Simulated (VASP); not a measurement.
# Pb in VASP: notebook

Runs on Pb. Level: PBE. Tasks: single point.

All numbers are computed with VASP 6.6.1; they aren't measurements. Logs are shortened: lines on timing, memory, paths and dates and some standing lists are left out, and cuts for length are marked.

## 1. The cell of the first run

It takes space group C2/m (No. 12, monoclinic). The conventional cell has a = 6.077 Å, b = 3.501 Å, c = 6.452 Å, α = 90.00°, β = 109.14°, γ = 90.00°. Within 4.4 Å of Pb (site symmetry m) lie 10 Pb at 3.34 to 3.51 Å.

## 2. Single point, PBE

INCAR reads:

```
SYSTEM = Pb
PREC = Accurate
ENCUT = 520
EDIFF = 1E-6
ISMEAR = -1
SIGMA = 0.05
LREAL = .False.
LASPH = .True.
NELM = 60
ALGO = Fast
ISIF = 2
LWAVE = .False.
LCHARG = .True.
GGA = PE
LELF = .True.
LVHAR = .True.
NBANDS = 21
```

KPOINTS reads:

```
Automatic mesh
0
Gamma
  9 9 5
  0 0 0
```

POSCAR reads:

```
Pb
1.0
    3.0386068135     -1.7503199600      0.0000000000
    3.0386068135      1.7503199600      0.0000000000
   -2.1154626375      0.0000000000      6.0952248674
Pb
2
Direct
    0.9085084100      0.9085084100      0.7262922000
    0.0914915900      0.0914915900      0.2737078000
```

Potentials or basis: VASP PAW PBE potentials, release 64 (Pb_d).

The run is started by

```
$ cat potpaw_PBE.64/Pb_d/POTCAR > POTCAR
$ mpirun -np 1 vasp_std > vasp.out
```

OUTCAR:

```text
SYSTEM = Pb
   PREC = Accurate
   ENCUT = 520
   EDIFF = 1E-6
   ISMEAR = -1
   LREAL = .False.
   LASPH = .True.
   NELM = 60
   ISIF = 2
   GGA = PE

 ion  position               nearest neighbor table
   1  0.909  0.909  0.726-   2 3.34   2 3.41   2 3.41   2 3.45
   2  0.091  0.091  0.274-   1 3.34   1 3.41   1 3.41   1 3.45

  LATTYP: Found a base centered monoclinic cell.
 ALAT       =     6.0772136270
 B/A-ratio  =     0.5760271293
 C/A-ratio  =     1.0616534713
 COS(beta)  =    -0.3278823751

  Lattice vectors:

 A1 = (   3.0386068135,  -1.7503199600,   0.0000000000)
 A2 = (   3.0386068135,   1.7503199600,   0.0000000000)
 A3 = (  -2.1154626375,   0.0000000000,   6.0952248674)

Analysis of symmetry for initial positions (statically):
=====================================================================
 Subroutine PRICEL returns:
 Original cell was already a primitive cell.

 Routine SETGRP: Setting up the symmetry group for a
 base centered monoclinic supercell.

 Subroutine GETGRP returns: Found  4 space group operations
 (whereof  4 operations were pure point group operations)
 out of a pool of  4 trial point group operations.

The static configuration has the point symmetry C_2h.

Analysis of symmetry for dynamics (positions and initial velocities):
=====================================================================
 Subroutine PRICEL returns:
 Original cell was already a primitive cell.

 Routine SETGRP: Setting up the symmetry group for a
 base centered monoclinic supercell.

 Subroutine GETGRP returns: Found  4 space group operations
 (whereof  4 operations were pure point group operations)
 out of a pool of  4 trial point group operations.

The dynamic configuration has the point symmetry C_2h.

 Subroutine INISYM returns: Found  4 space group operations
 (whereof  4 operations are pure point group operations),
 and found     1 'primitive' translations

----------------------------------------------------------------------------------------

                                     Primitive cell

  volume of cell :      64.8353

  direct lattice vectors                    reciprocal lattice vectors
     3.038606813 -1.750319960  0.000000000     0.164549095 -0.285662057  0.057109864
     3.038606813  1.750319960  0.000000000     0.164549095  0.285662057  0.057109864
    -2.115462637  0.000000000  6.095224867     0.000000000  0.000000000  0.164062856
[... 80 lines left out ...]
   LSORBIT =      F    spin-orbit coupling
   LASPH  =      T    aspherical Exc in radial PAW
   ENCUT  =  520.0 eV  38.22 Ry    6.18 a.u.   6.52  6.52 12.00*2*pi/ulx,y,z
   NELM   =     60;   NELMIN=  2; NELMDL= -5     # of ELM steps
   EDIFF  = 0.1E-05   stopping-criterion for ELM
   LREAL  =      F    real-space projection
   EDIFFG = 0.1E-04   stopping-criterion for IOM
   NSW    =      0    number of steps for IOM
   IBRION =     -1    ionic relax: 0-MD 1-quasi-New 2-CG
   NFREE  =      0    steps in history (QN), initial steepest desc. (CG)
   ISIF   =      2    stress and relaxation
   ISYM   =      2    0-nonsym 1-usesym 2-fastsym
   POTIM  = 0.5000    time-step for ionic-motion
   TEBEG  =    0.0;   TEEND  =   0.0 temperature during run
   PSTRESS=    0.0 pullay stress
   NELECT =      28.0000    total number of electrons
   NUPDOWN=      -1.0000    fix difference up-down
   EMIN   =  10.00;   EMAX   =-10.00  energy-range for DOS
   EFERMI =   0.00;   METHOD = LEGACY
   ISMEAR =    -1;   SIGMA  =   0.05  broadening in eV -4-tet -1-fermi 0-gaus
   EFERMI_NEDOS =   21; number of points for ismear=-14 and -15
   IALGO  =     68    algorithm
   IMIX   =      4    mixing-type and parameters
     AMIX     =   0.40;   BMIX     =  1.00
     AMIX_MAG =   1.60;   BMIX_MAG =  1.00
  volume/ion in A,a.u.               =      32.42       218.77
  Fermi-wavevector in a.u.,A,eV,Ry     =   1.237438  2.338420 20.833975  1.531254
  Thomas-Fermi vector in A             =   2.372006
   LORBIT       =      0    0 simple, 1 ext, 2 COOP (PROOUT), +10 PAW based schemes
   GGA     = PE    functional components
   LHFCALC =     F    Hartree Fock is set to
   AEXX    =    0.0000 exact exchange contribution
   IVDW    =     0    specifies the selected vdW correction
   LEPSILON=     F    determine dielectric tensor
   LRPA    =     F    only Hartree local field effects (RPA)
 non-spin polarized calculation
 RMM-DIIS sequential band-by-band and
  energy-cutoff  :      520.00
  volume of cell :       64.84
 maximum number of plane-waves:      1772
 NGX is ok and might be reduce to    28
   NGX = 13   NGY = 13   NGZ = 23

 number of electron      27.9999996 magnetization

 Free energy of the ion-electron system (eV)
  ---------------------------------------------------
  ext. energy  EPLUGINS =         0.00000000
  ---------------------------------------------------
  free energy    TOTEN  =        -7.01244304 eV

  energy without entropy =       -7.00439645  energy(sigma->0) =       -7.00841974

 E-fermi :   6.4891     XC(G=0):  -9.8211

 val. band max:        6.4826580768   @ k =   0.3333   0.2222  -0.0000
 cond. band min:       6.5371791344   @ k =  -0.3333  -0.4444   0.4000
 fundamental gap:      0.0545210576
 Fermi energy:         6.4891190567

 k-point     1 :       0.0000    0.0000    0.0000
  band No.  band energies     occupation
      1     -10.6172      2.00000
      2     -10.4996      2.00000
      3     -10.4993      2.00000
      4     -10.4968      2.00000
      5     -10.4957      2.00000
      6     -10.4798      2.00000
[... 565 lines left out ...]
     20      13.6970      0.00000
     21      15.3401      0.00000

 [... further k-points ...]

------------------------ aborting loop because EDIFF is reached ----------------------------------------

  FORCE on cell =-STRESS in cart. coord.  units (eV):
  Direction    XX          YY          ZZ          XY          YZ          ZX
  --------------------------------------------------------------------------------------
  -------------------------------------------------------------------------------------
  Total        0.3017786      0.3135863      0.2794700      0.0000000      0.0000000      0.0017663
  in kB        7.4573972      7.7491852      6.9061198      0.0000000      0.0000000      0.0436487
  external PRESSURE =       7.3709007 kB  Pullay stress =       0.0000000 kB

 VOLUME and BASIS-vectors are now :
 -----------------------------------------------------------------------------
  energy-cutoff  :      520.00
  volume of cell :       64.84
      direct lattice vectors                 reciprocal lattice vectors
     3.038606813 -1.750319960  0.000000000     0.164549095 -0.285662057  0.057109864
     3.038606813  1.750319960  0.000000000     0.164549095  0.285662057  0.057109864
    -2.115462637  0.000000000  6.095224867     0.000000000  0.000000000  0.164062856

 POSITION                                       TOTAL-FORCE (eV/Angst)
 -----------------------------------------------------------------------------------
      3.98476      0.00000      4.42691         0.028655      0.000000     -0.074180
     -0.02300      0.00000      1.66831        -0.028655      0.000000      0.074180
 -----------------------------------------------------------------------------------
    total drift:                                0.000000      0.000000     -0.000000

  FREE ENERGIE OF THE ION-ELECTRON SYSTEM (eV)
  ---------------------------------------------------
  free  energy   TOTEN  =        -7.0124430355 eV

  energy  without entropy=       -7.0043964532  energy(sigma->0) =       -7.00841974
```

Run time: 98 s. Hardware: 1 thread of Intel Xeon Platinum 8375C at 2.90GHz (Ice Lake), shared host; peak memory 0.27 GiB.

Results:

| Quantity | Value |
| --- | --- |
| Free energy | -7.0124 eV |
| Pressure | 0.7 GPa |
| Largest force | 0.080 eV/Å |
| Band gap on the k mesh | zero (bands 14 and 15 overlap by 7.61 eV) |

Forces in eV/Å, atoms in the order of the input:
```
Pb   0.029  0.000 -0.074
Pb  -0.029  0.000  0.074
```

Caveat: spin-orbit coupling is left out, which moves the levels of the heavy elements.

## 3. Single point, PBE (atoms moved at random)

INCAR reads:

```
SYSTEM = Pb
  ALGO = Fast
  EDIFF = 1E-6
  ENCUT = 520
  GGA = PE
  ISIF = 2
  ISMEAR = -1
  LASPH = .True.
  LCHARG = .False.
  LREAL = .False.
  LWAVE = .False.
  NBANDS = 21
  NELM = 80
  PREC = Accurate
  SIGMA = 0.05
```

KPOINTS reads:

```
k-points
0
Gamma
  9 9 5
  0 0 0
```

POSCAR reads:

```
Pb
1.0
    3.0386068135     -1.7503199600      0.0000000000
    3.0386068135      1.7503199600      0.0000000000
   -2.1154626375      0.0000000000      6.0952248674
Pb
2
Direct
    0.8992000000      0.9126090000      0.7288880000
    0.0934150000      0.0824840000      0.2714710000
```

Potentials or basis: VASP PAW PBE potentials, release 64 (Pb_d).

The run is started by

```
$ cat potpaw_PBE.64/Pb_d/POTCAR > POTCAR
$ mpirun -np 1 vasp_std > vasp.out
```

It took 3.7 min on 1 thread of Intel Xeon Platinum 8375C at 2.90GHz (Ice Lake), shared host; peak memory 0.34 GiB.

Results (log left out):

* Free energy: -7.0089 eV
* Pressure: 0.6 GPa
* Largest force: 0.146 eV/Å
* Band gap on the k mesh: zero (bands 14 and 15 overlap by 7.60 eV)

Forces in eV/Å, atoms in the order of the input:
```
Pb   0.029 -0.010 -0.143
Pb  -0.029  0.010  0.143
```

Stress tensor (GPa, compression positive):
```
 0.59 -0.06 -0.01
-0.06  0.58 -0.12
-0.01 -0.12  0.67
```

Levels at points of the mesh, in eV from the Fermi level:
```tsv
k point	band 12	band 13	band 14	band 15	band 16	band 17
(0.00, 0.00, 0.00)	-8.39	-3.99	6.21	6.47	6.49	6.56
```

Caveat: the cell differs from its parent crystal (atoms moved at random); spin-orbit coupling is left out, which moves the levels of the heavy elements.

[end of part 1 of 2]
